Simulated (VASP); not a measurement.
# CsCl (Pm-3m) in VASP: a series of runs, part 2 of 2

VASP 6.6.1.

### 3 Elastic constants, LDA

This run uses another cell than the first one, of 31.27 Å³/atom.

File INCAR:

```
PREC = Accurate
ENCUT = 500
EDIFF = 1E-8
ISMEAR = 0
SIGMA = 0.01
LREAL = F
LASPH = T
NELM = 120
ALGO = Normal
ISIF = 3
LWAVE = F
LCHARG = T
IBRION = 6
NFREE = 2
POTIM = 0.015
NSW = 1
GGA_COMPAT = F
```

File KPOINTS:

```
regular mesh
0
Gamma
  6 6 6
```

File POSCAR:

```
CsCl
1.0
    3.9692272348      0.0000000000      0.0000000000
    0.0000000000      3.9692272348      0.0000000000
    0.0000000000      0.0000000000      3.9692272348
Cs Cl
1 1
Direct
    0.0000000000      0.0000000000      0.0000000000
    0.5000000000      0.5000000000      0.5000000000
```

Potentials or basis: VASP PAW LDA potentials, release 64 (Cs_sv, Cl).

On the command line:

```
cat potpaw_LDA.64/Cs_sv/POTCAR potpaw_LDA.64/Cl/POTCAR > POTCAR
mpirun -np 1 vasp_std > vasp.out
```

OUTCAR:

```text
PREC = Accurate
   ENCUT = 500
   EDIFF = 1E-8
   ISMEAR = 0
   LREAL = F
   LASPH = T
   NELM = 120
   ISIF = 3
   IBRION = 6
   NFREE = 2
   POTIM = 0.015
   NSW = 1

 ion  position               nearest neighbor table
   1  0.000  0.000  0.000-
   2  0.500  0.500  0.500-

  LATTYP: Found a simple cubic cell.
 ALAT       =     3.9692272348

  Lattice vectors:

 A1 = (   3.9692272348,   0.0000000000,   0.0000000000)
 A2 = (   0.0000000000,   3.9692272348,   0.0000000000)
 A3 = (   0.0000000000,   0.0000000000,   3.9692272348)

Analysis of symmetry for initial positions (statically):
=====================================================================
 Subroutine PRICEL returns:
 Original cell was already a primitive cell.

 Routine SETGRP: Setting up the symmetry group for a
 simple cubic supercell.

 Subroutine GETGRP returns: Found 48 space group operations
 (whereof 48 operations were pure point group operations)
 out of a pool of 48 trial point group operations.

The static configuration has the point symmetry O_h .

Analysis of symmetry for dynamics (positions and initial velocities):
=====================================================================
 Subroutine PRICEL returns:
 Original cell was already a primitive cell.

 Routine SETGRP: Setting up the symmetry group for a
[... 718 lines left out ...]
  Total        0.0407312      0.0411241      0.0411241      0.0000000      0.0000000      0.0000000
  in kB        1.0435663      1.0536321      1.0536321      0.0000000      0.0000000      0.0000000
  external PRESSURE =       1.0502768 kB  Pullay stress =       0.0000000 kB
[... 17 lines left out ...]
  FREE ENERGIE OF THE ION-ELECTRON SYSTEM (eV)
  ---------------------------------------------------
  free  energy   TOTEN  =        -7.3091405047 eV

  energy  without entropy=       -7.3091405047  energy(sigma->0) =       -7.30914050

 INTERNAL STRAIN TENSORS FROM STRAINED CELLS
 ============================================

 INTERNAL STRAIN TENSOR FOR ION    1 for displacements in x,y,z  (eV/Angst):
          X           Y           Z          XY          YZ          ZX
  --------------------------------------------------------------------------------
  x     0.00000     0.00000     0.00000     0.00000     0.00000    -0.00000
  y     0.00000     0.00000     0.00000     0.00000     0.00000     0.00000
  z     0.00000     0.00000     0.00000     0.00000     0.00000     0.00000

 INTERNAL STRAIN TENSORS FROM DISPLACED ATOMS
 ============================================

 INTERNAL STRAIN TENSOR FOR ION    1 for displacements in x,y,z  (eV/Angst):
          X           Y           Z          XY          YZ          ZX
  --------------------------------------------------------------------------------
  x     0.00000     0.00000     0.00000     0.00000     0.00000     0.00000
  y     0.00000     0.00000     0.00000     0.00000     0.00000     0.00000
  z     0.00000     0.00000     0.00000     0.00000     0.00000     0.00000

 INTERNAL STRAIN TENSOR FOR ION    2 for displacements in x,y,z  (eV/Angst):
          X           Y           Z          XY          YZ          ZX
  --------------------------------------------------------------------------------
  x     0.00000     0.00000     0.00000     0.00000     0.00000     0.00000
  y     0.00000     0.00000     0.00000     0.00000     0.00000     0.00000
  z     0.00000     0.00000     0.00000     0.00000     0.00000     0.00000

 Eigenvectors and eigenvalues of the dynamical matrix
 ----------------------------------------------------

   1 f  =    3.385532 THz    21.271928 2PiTHz  112.929206 cm-1    14.001431 meV
             X         Y         Z           dx          dy          dz
      0.000000  0.000000  0.000000    -0.000000    0.458126    0.000000
      1.984614  1.984614  1.984614    -0.000000   -0.888887    0.000000
[... 21 lines left out ...]
   6 f/i=    0.002942 THz     0.018484 2PiTHz    0.098130 cm-1     0.012167 meV
             X         Y         Z           dx          dy          dz
      0.000000  0.000000  0.000000     0.000000   -0.000000    0.888887
      1.984614  1.984614  1.984614     0.000000    0.000000    0.458126

--------------------------------------------------------------------------------------------------------

 ELASTIC MODULI CONTR FROM IONIC RELAXATION (kBar)
 Direction    XX          YY          ZZ          XY          YZ          ZX
 --------------------------------------------------------------------------------
 XX           0.0000      0.0000      0.0000      0.0000      0.0000      0.0000
 YY           0.0000      0.0000      0.0000      0.0000      0.0000      0.0000
 ZZ           0.0000      0.0000      0.0000      0.0000      0.0000      0.0000
 XY           0.0000      0.0000      0.0000      0.0000      0.0000      0.0000
 YZ           0.0000      0.0000      0.0000      0.0000      0.0000      0.0000
 ZX           0.0000      0.0000      0.0000      0.0000      0.0000      0.0000
 --------------------------------------------------------------------------------

 TOTAL ELASTIC MODULI (kBar)
 Direction    XX          YY          ZZ          XY          YZ          ZX
 --------------------------------------------------------------------------------
 XX         454.3940    156.9410    156.9410     -0.0000      0.0000     -0.0000
 YY         156.9410    454.3940    156.9410      0.0000      0.0000      0.0000
 ZZ         156.9410    156.9410    454.3940      0.0000      0.0000      0.0000
 XY          -0.0000      0.0000      0.0000    145.4139      0.0000      0.0000
 YZ           0.0000      0.0000      0.0000      0.0000    145.4139      0.0000
 ZX          -0.0000      0.0000      0.0000      0.0000      0.0000    145.4139
 --------------------------------------------------------------------------------
```

stdout:

```text
POSCAR found type information on POSCAR CsCl
 POSCAR found :  2 types and       2 ions
 scaLAPACK will be used
 LDA part: xc-table for (Slater(with rela. corr.)+CA(PZ))
 , standard interpolation
 POSCAR, INCAR and KPOINTS ok, starting setup
 FFT: planning ... GRIDC
 FFT: planning ... GRID_SOFT
 FFT: planning ... GRID
 WAVECAR not read
 entering main loop
 Found     2 degrees of freedom:
 Adding 6 more for cell shape distortion
 Finite differences POTIM= 0.01500 DOF=   8
 bond charge predicted
 Finite differences progress:
 bond charge predicted
 Finite differences progress:
 bond charge predicted
 Finite differences progress:
 bond charge predicted
 Finite differences progress:
 bond charge predicted
 Finite differences progress:
 bond charge predicted
 Finite differences progress:
 bond charge predicted
 Finite differences progress:
 bond charge predicted
 Finite differences progress:
 bond charge predicted
 Finite differences progress:
 bond charge predicted
 Finite differences progress:
 bond charge predicted
 Finite differences progress:
 bond charge predicted
 Finite differences progress:
 bond charge predicted
 Finite differences progress:
 bond charge predicted
 Finite differences progress:
 bond charge predicted
 Finite differences progress:
 bond charge predicted
 Finite differences progress:
```

Run time: 6.3 min. Hardware: 1 thread of Oxide Virtual Turin-like, shared host; peak memory 0.2 GiB.

Results:

```yaml
Elastic_constants_C11_C12_C44: 45, 16, 15 GPa
Voigt_bulk_modulus: 26 GPa
Highest_phonon_frequency_at_Γ_LO-TO_splitting_left_out: 113 cm⁻¹
```

Phonon frequencies in cm⁻¹ (negative: imaginary):
| q point | frequencies |
| --- | --- |
| (0.000, 0.000, 0.000) | 0 0 0 113 113 113 |

Elastic tensor in Voigt notation (GPa, in the Cartesian axes of the cell as first typed):
```
45 16 16  0  0  0
16 45 16  0  0  0
16 16 45  0  0  0
 0  0  0 15  0  0
 0  0  0  0 15  0
 0  0  0  0  0 15
```

Clamped-ion elastic tensor (GPa):
```
45 16 16  0  0  0
16 45 16  0  0  0
16 16 45  0  0  0
 0  0  0 15  0  0
 0  0  0  0 15  0
 0  0  0  0  0 15
```

Caveat: spin-orbit coupling is left out, which moves the levels of the heavy elements.

### 4 Elastic constants, LDA

This run uses another cell than the first one, of 31.27 Å³/atom.

File INCAR:

```
PREC = Accurate ; ENCUT = 500
EDIFF = 1E-8 ; ISMEAR = 0
SIGMA = 0.01 ; LREAL = F
LASPH = T ; NELM = 120
ALGO = Normal ; ISIF = 3
LWAVE = F ; LCHARG = F
GGA = CA ; NBANDS = 15
IBRION = 6 ; NFREE = 2
POTIM = 0.015 ; NSW = 1
GGA_COMPAT = F
```

KPOINTS is that of step 3.

POSCAR is that of step 3.

Potentials or basis: VASP PAW LDA potentials, release 64 (Cs_sv, Cl).

On the command line:

```
cat potpaw_LDA.64/Cs_sv/POTCAR potpaw_LDA.64/Cl/POTCAR > POTCAR
mpirun -np 1 vasp_std > vasp.out
```

OUTCAR:

```text
PREC = Accurate
   ENCUT = 500
   EDIFF = 1E-8
   ISMEAR = 0
   LREAL = F
   LASPH = T
   NELM = 120
   ISIF = 3
   GGA = CA
   IBRION = 6
   NFREE = 2
   POTIM = 0.015
   NSW = 1

 ion  position               nearest neighbor table
   1  0.000  0.000  0.000-
   2  0.500  0.500  0.500-

[... 875 lines left out ...]
   1 f  =    3.384194 THz    21.263516 2PiTHz  112.884548 cm-1    13.995894 meV
             X         Y         Z           dx          dy          dz
      0.000000  0.000000  0.000000     0.426795   -0.166827    0.000000
      1.984614  1.984614  1.984614    -0.827832    0.323587    0.000000
[... 21 lines left out ...]
   6 f/i=    0.002499 THz     0.015701 2PiTHz    0.083355 cm-1     0.010335 meV
             X         Y         Z           dx          dy          dz
      0.000000  0.000000  0.000000    -0.225312   -0.850196    0.128126
      1.984614  1.984614  1.984614    -0.116161   -0.438325    0.066056

--------------------------------------------------------------------------------------------------------

 ELASTIC MODULI CONTR FROM IONIC RELAXATION (kBar)
 Direction    XX          YY          ZZ          XY          YZ          ZX
 --------------------------------------------------------------------------------
 XX           0.0000      0.0000      0.0000      0.0000      0.0000      0.0000
 YY           0.0000      0.0000      0.0000      0.0000      0.0000      0.0000
 ZZ           0.0000      0.0000      0.0000      0.0000      0.0000      0.0000
 XY           0.0000      0.0000      0.0000      0.0000      0.0000      0.0000
 YZ           0.0000      0.0000      0.0000      0.0000      0.0000      0.0000
 ZX           0.0000      0.0000      0.0000      0.0000      0.0000      0.0000
 --------------------------------------------------------------------------------

 TOTAL ELASTIC MODULI (kBar)
 Direction    XX          YY          ZZ          XY          YZ          ZX
 --------------------------------------------------------------------------------
 XX         454.1426    156.8703    156.8703      0.0000     -0.0000      0.0000
 YY         156.8703    454.1426    156.8703      0.0000      0.0000      0.0000
 ZZ         156.8703    156.8703    454.1426      0.0000      0.0000     -0.0000
 XY           0.0000      0.0000      0.0000    145.4087      0.0000      0.0000
 YZ          -0.0000      0.0000      0.0000      0.0000    145.4087      0.0000
 ZX           0.0000      0.0000     -0.0000      0.0000      0.0000    145.4087
 --------------------------------------------------------------------------------
```

OSZICAR:

```text
N       E                     dE             d eps       ncg     rms          rms(c)
DAV:   1     0.812533271757E+02    0.81253E+02   -0.68778E+03   600   0.920E+02
DAV:   2    -0.201081522843E+01   -0.83264E+02   -0.77322E+02   853   0.160E+02
DAV:   3    -0.762831273345E+01   -0.56175E+01   -0.55978E+01   796   0.443E+01
[... 203 lines left out ...]
DAV:   9    -0.730914068957E+01    0.15936E-06   -0.85919E-08  1536   0.159E-03    0.162E-02
DAV:  10    -0.730914053413E+01    0.15544E-06   -0.17972E-07  1396   0.216E-03    0.927E-03
DAV:  11    -0.730914051929E+01    0.14844E-07   -0.23907E-08  1158   0.754E-04    0.644E-03
DAV:  12    -0.730914050846E+01    0.10828E-07   -0.35339E-09   761   0.337E-04    0.438E-03
DAV:  13    -0.730914050195E+01    0.65089E-08   -0.51471E-09   719   0.406E-04
  17 F= -.73091405E+01 E0= -.73091405E+01  d E =-.660137E-18
```

Run time: 6.8 min. Hardware: 1 thread of Oxide Virtual Turin-like, shared host; peak memory 0.21 GiB.

What came out:

| Quantity | Value |
| --- | --- |
| Elastic constants C11, C12, C44 | 45, 16, 15 GPa |
| Voigt bulk modulus | 26 GPa |
| Highest phonon frequency at Γ, LO-TO splitting left out | 113 cm⁻¹ |

Phonon frequencies in cm⁻¹ (negative: imaginary):
```tsv
q point	frequencies
(0.000, 0.000, 0.000)	0 0 0 113 113 113
```

Elastic tensor in Voigt notation (GPa, in the Cartesian axes of the cell as first typed):
```
45 16 16  0  0  0
16 45 16  0  0  0
16 16 45  0  0  0
 0  0  0 15  0  0
 0  0  0  0 15  0
 0  0  0  0  0 15
```

Clamped-ion elastic tensor (GPa):
```
45 16 16  0  0  0
16 45 16  0  0  0
16 16 45  0  0  0
 0  0  0 15  0  0
 0  0  0  0 15  0
 0  0  0  0  0 15
```

Caveat: spin-orbit coupling is left out, which moves the levels of the heavy elements.
